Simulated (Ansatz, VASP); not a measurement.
## One calculation of SiB4W, two programs

```
Si B W
1.0
     2.92821    0.00000    0.00000
     0.00000    2.92821    0.00000
     0.00000    0.00000    6.63445
Si B W
1 4 1
Direct
  0.50000 0.50000 0.50000
  0.50000 0.00000 0.73813
  0.00000 0.50000 0.26187
  0.50000 0.00000 0.26187
  0.00000 0.50000 0.73813
  0.00000 0.00000 0.00000
```

Change from the starting cell: species swapped into the NaHoF4 type (P4/mmm, No. 123).

Alike in both runs: task relaxation of cell and atoms; functional PBE; k mesh 12 × 12 × 6; occupations gaussian, width 0.1 eV; no spin polarisation.

|  | VASP | Ansatz |
| --- | --- | --- |
| version | VASP 6.6.1 | Ansatz 0.2.0 |
| potentials or method | VASP PAW PBE potentials, release 64 (Si, B, W_sv), cutoff 600 eV | scalar-relativistic, plane waves, PAW |
| valence electrons in the cell | 30 | 30 |

Ansatz gave:

```
gap on the k mesh at the Fermi level, each at its own relaxed structure (eV) : none
relaxed volume (Å³/atom)                                                     : 9.48
relaxed cell length with the largest relative difference (Å)                 : 2.926
```

Question: Estimate VASP's values.

Answer: gap on the k mesh at the Fermi level, each at its own relaxed structure (eV): none; relaxed volume (Å³/atom): 9.48; relaxed cell length with the largest relative difference (Å): 2.927.

A gap of «none» marks a metal or a gap that the smearing closes.

Neither program's run includes spin-orbit coupling.
